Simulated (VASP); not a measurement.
Input of a VASP 6.6.1 run:

File INCAR:

```
PREC = Accurate
ENCUT = 520
EDIFF = 1E-7
ISMEAR = -1
SIGMA = 0.05
LREAL = False
LASPH = True
NELM = 60
ALGO = Normal
ISIF = 2
LWAVE = False
LCHARG = False
GGA = PS
NBANDS = 16
```

The input KPOINTS:

```
regular mesh
0
Gamma
  12 12 2
```

The input POSCAR:

```
C
1.0
    2.4230311730      0.0000000000      0.0000000000
   -1.2115155865      2.0984065500      0.0000000000
    0.0000000000      0.0000000000     23.8077855878
C
4
Direct
    0.6666666667      0.3333333333      0.5704754400
    0.3333333333      0.6666666667      0.4295245600
    0.0000000000      0.0000000000      0.4295312300
    0.0000000000      0.0000000000      0.5704687700
```

Potentials or basis: VASP PAW PBE potentials, release 64 (C).

Command:

```bash
$ cat potpaw_PBE.64/C/POTCAR > POTCAR
$ mpirun -np 1 vasp_std > vasp.out
```

(1) Estimate the largest force.

(2) What does it give for the band gap on the k mesh?

Answers

(1) 0.027 eV/Å.

(2) zero (filled and empty bands touch).

Caveat: the PAW data sets were made with another functional, which shifts forces and pressure a little.
